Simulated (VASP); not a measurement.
Input of a VASP 6.6.1 run:

File POSCAR:

```
Ca
1.0
    0.0000000000      2.3693300000      2.3693300000
    2.3693300000      0.0000000000      2.3693300000
    2.3693300000      2.3693300000      0.0000000000
Ca
1
Direct
    0.0000000000      0.0000000000      0.0000000000
```

File INCAR.step1:

```
  ALGO = Normal
  EDIFF = 1E-5
  ENCUT = 550
  GGA = PE
  GGA_COMPAT = F
  ISMEAR = 0
  LASPH = T
  LCHARG = F
  LREAL = F
  LWAVE = T
  NBANDS = 11
  NELM = 120
  PREC = Accurate
  SIGMA = 0.0784
```

Contents of INCAR.step2:

```
  ALGO = Normal
  EDIFF = 1E-6
  ENCUT = 550
  GGA_COMPAT = F
  ISIF = 2
  ISMEAR = 0
  ISTART = 1
  LASPH = T
  LCHARG = F
  LMIXTAU = T
  LREAL = F
  LWAVE = F
  METAGGA = R2SCAN
  NBANDS = 11
  NELM = 120
  PREC = Accurate
  SIGMA = 0.0784
```

File KPOINTS:

```
k-points
0
Gamma
  9 9 9
```

Potentials or basis: VASP PAW PBE potentials, release 64 (Ca_sv).

Launch:

```console
$ cat potpaw_PBE.64/Ca_sv/POTCAR > POTCAR
$ cp INCAR.step1 INCAR
$ mpirun -np 1 vasp_std > vasp.out
$ cp INCAR.step2 INCAR
$ mpirun -np 1 vasp_std > vasp.out
```

Predict the band gap on the k mesh.

0.22 eV, indirect (least direct gap 0.42 eV).

What does it give for the pressure?

17.7 GPa.

Caveat: the PAW data sets were made with another functional, which shifts forces and pressure a little. A k mesh can miss the band edges.
